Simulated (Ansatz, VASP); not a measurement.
**GaSb in VASP and in Ansatz**

Contents of INCAR:

```
SYSTEM = GaSb
PREC = Accurate
ENCUT = 520
EDIFF = 1E-6
ISMEAR = 0
SIGMA = 0.15
LREAL = .FALSE.
LASPH = .TRUE.
NELM = 80
ALGO = Fast
ISIF = 2
LWAVE = .FALSE.
LCHARG = .FALSE.
NBANDS = 16
```

File KPOINTS:

```
regular mesh
0
G
  18 18 18
  0 0 0
```

The input POSCAR:

```
GaSb
1.0
   -1.5480570542      2.5279859324      2.8292495403
    1.5480570542     -2.5279859324      2.8292495403
    1.5480570542      2.5279859324     -2.8292495403
Ga Sb
1 1
Direct
    0.0000000000      0.0000000000      0.0000000000
    0.5000000000      0.5000000000      0.0000000000
```

Input for Ansatz:

```yaml
crystal:
  lattice:
    - [-1.5480570542, 2.5279859324, 2.8292495403]
    - [1.5480570542, -2.5279859324, 2.8292495403]
    - [1.5480570542, 2.5279859324, -2.8292495403]
  atoms:
    - { symbol: Ga, position: [0.0, 0.0, 0.0] }
    - { symbol: Sb, position: [0.5, 0.5, 0.0] }
basis:
  ecutwfc: 420
kpoints:
  mp_grid: { grid: [18, 18, 18] }
hamiltonian:
  xc: lda
  pseudopotentials: { kind: paw, azcp: { folder: soft_1 } }
scf:
  occupations: { method: gaussian, width: 0.15 }
output:
  forces: true
  stress: true
  eigenvalues: true
```

Change from the starting cell: volume 22.144 Å^3 an atom, stretch along a over the lengths across it, relative to the relaxed cell 0.9736.

Alike in both runs: task single point; functional LDA; k mesh 18 × 18 × 18; occupations gaussian, width 0.15 eV; no spin polarisation.

|  | VASP | Ansatz |
| --- | --- | --- |
| version | VASP 6.6.1 | Ansatz 0.2.0 |
| potentials or method | VASP PAW LDA potentials, release 64 (Ga_d, Sb), cutoff 520 eV | scalar-relativistic, plane waves, PAW |
| valence electrons in the cell | 18 | 28 |

|  | VASP | Ansatz | Ansatz less VASP |
| --- | --- | --- | --- |
| gap on the k mesh at the Fermi level (eV) | none | none | - |
| pressure (GPa) | 0.2 | 0.0 | -0.20 |
| traceless stress, the component that is largest in VASP (GPa) | -1.52 | -1.50 | +0.021 |

Ansatz warns that its potentials were made for another functional, while VASP's fit it. LDA's correlation is that of Perdew and Zunger in VASP and of Perdew and Wang (1992) in Ansatz. A gap of «none» marks a metal or a gap that the smearing closes. VASP's potentials hold 18 valence electrons a cell and Ansatz's 28, so a difference there can come from the potentials and not from the codes.

Neither program's run includes spin-orbit coupling.
